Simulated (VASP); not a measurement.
Wanted: the native input for a VASP 6.6.1 run.

| Property | Result |
| --- | --- |
| Task | single point |
| Functional | LDA |
| Potentials or basis | VASP PAW LDA potentials, release 64 (Zn, Se) |
| Cutoff | 520 eV |
| k mesh | 5 × 5 × 5 |
| Occupations | gaussian, width 0.01 eV |
| Spin | no spin polarisation |
| Dipole correction | no |
| Further INCAR settings | ALGO = Normal; EDIFF = 1e-06; NBANDS = 16 |

The structure of ZnSe (Stilleite) lies in POSCAR:

```
ZnSe
1.0
    0.0000000000      2.8338000000      2.8338000000
    2.8338000000      0.0000000000      2.8338000000
    2.8338000000      2.8338000000      0.0000000000
Zn Se
1 1
Direct
    0.0000000000      0.0000000000      0.0000000000
    0.2500000000      0.2500000000      0.2500000000
```

One way to write it, as run:

INCAR

```
SYSTEM = ZnSe
ALGO = Normal
EDIFF = 1E-6
ENCUT = 520
GGA = CA
ISIF = 2
ISMEAR = 0
LASPH = .True.
LCHARG = .True.
LELF = .True.
LREAL = .False.
LVHAR = .True.
LWAVE = .False.
NBANDS = 16
NELM = 80
PREC = Accurate
SIGMA = 0.01
```

KPOINTS

```
k-points
0
Gamma
  5 5 5
  0 0 0
```

Potentials or basis: VASP PAW LDA potentials, release 64 (Zn, Se).

Run with:

```sh
$ cat potpaw_LDA.64/Zn/POTCAR potpaw_LDA.64/Se/POTCAR > POTCAR
$ mpirun -np 1 vasp_std > vasp.out
```

It gave:

```json
{"Pressure": "-3.0 GPa", "Band gap on the k mesh": "1.06 eV, direct"}
```

Run time: 4.2 s on 1 thread of Intel(R) Xeon(R) 6975P-C (Granite Rapids) (shared host), peak memory 0.14 GiB.
